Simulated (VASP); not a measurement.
Set up this calculation in VASP 6.6.1, as the native input.

* Task: single point
* Functional: PBE-based screened hybrid
* Potentials or basis: VASP PAW PBE potentials, release 64 (Hf_pv, N)
* Cutoff: 520 eV
* k mesh: 4 × 4 × 4
* Occupations: fermi-dirac, width 0.05 eV
* Spin: no spin polarisation
* Dipole correction: no
* Grid for exact exchange (PRECFOCK): Normal
* Share of exact exchange: 0.25
* Further INCAR settings: ALGO = Normal; EDIFF = 1e-07; NBANDS = 20
* Screening parameter: 0.2 1/Å

Crystal: Hf2N.

```xyz
3
Lattice="0.0000 3.0865 3.0865 3.0865 0.0000 3.0865 3.0865 3.0865 0.0000" Properties=species:S:1:pos:R:3 pbc="T T T"
Hf    1.5433    1.5433    1.5433
Hf    0.0000    0.0000    0.0000
N     4.6298    4.6298    4.6298
```

These files were run (other wordings do the same):

POSCAR

```
Hf2N
1.0
    0.0000000000      3.0865200000      3.0865200000
    3.0865200000      0.0000000000      3.0865200000
    3.0865200000      3.0865200000      0.0000000000
Hf N
2 1
Direct
    0.2500000000      0.2500000000      0.2500000000
    0.0000000000      0.0000000000      0.0000000000
    0.7500000000      0.7500000000      0.7500000000
```

INCAR.step1

```
  PREC = Accurate
  ENCUT = 520
  EDIFF = 1E-5
  ISMEAR = -1
  SIGMA = 0.05
  LREAL = F
  LASPH = T
  NELM = 80
  ALGO = Normal
  ISIF = 2
  LWAVE = T
  LCHARG = F
  GGA = PE
  NBANDS = 20
```

INCAR.step2

```
  PREC = Accurate
  ENCUT = 520
  EDIFF = 1E-7
  ISMEAR = -1
  SIGMA = 0.05
  LREAL = F
  LASPH = T
  NELM = 80
  ALGO = Normal
  ISIF = 2
  LWAVE = F
  LCHARG = F
  GGA = PE
  LHFCALC = T
  AEXX = 0.25
  HFSCREEN = 0.2
  PRECFOCK = Normal
  ISTART = 1
  NBANDS = 20
```

KPOINTS

```
Automatic mesh
0
Gamma
  4 4 4
```

Potentials or basis: VASP PAW PBE potentials, release 64 (Hf_pv, N).

The run is started by

```console
$ cat potpaw_PBE.64/Hf_pv/POTCAR potpaw_PBE.64/N/POTCAR > POTCAR
$ cp INCAR.step1 INCAR
$ mpirun -np 1 vasp_std > vasp.out
$ cp INCAR.step2 INCAR
$ mpirun -np 1 vasp_std > vasp.out
```

Results of the run:

| Quantity | Value |
| --- | --- |
| Pressure | -2.7 GPa |

Caveat: the k points lie up to 0.44 Å⁻¹ apart; the PAW data sets were made with another functional, which shifts forces and pressure a little.

Wall time 34 min on 1 thread of Intel(R) Xeon(R) Platinum 8488C (Sapphire Rapids) (shared host), peak memory 0.3 GiB.
